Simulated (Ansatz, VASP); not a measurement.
# InH: VASP beside Ansatz

```
CELL_PARAMETERS angstrom
3.74172 0.00000 0.00000
0.00000 3.74172 0.00000
0.00000 0.00000 4.87453
ATOMIC_POSITIONS crystal
In 0.00000 0.50000 0.26948
In 0.50000 0.00000 0.73052
H 0.00000 0.00000 0.00000
H 0.50000 0.50000 0.00000
```

Alike in both runs: functional PBE; k mesh 12 × 12 × 10; occupations gaussian, width 0.1 eV; no spin polarisation.

Ansatz relaxed the structure, and its values are those at the end. VASP's run is a single point on that final structure, the one shown.

|  | VASP | Ansatz |
| --- | --- | --- |
| version | VASP 6.6.1 | Ansatz 0.2.0 |
| potentials or method | VASP PAW PBE potentials, release 64 (In_d, H), cutoff 520 eV | scalar-relativistic, plane waves, PAW |
| valence electrons in the cell | 28 | 28 |

|  | VASP | Ansatz | Ansatz less VASP |
| --- | --- | --- | --- |
| gap on the k mesh at the Fermi level (eV) | none | none | - |
| pressure (GPa) | -0.1 | 0.0 | +0.07 |

A gap of «none» marks a metal or a gap that the smearing closes.
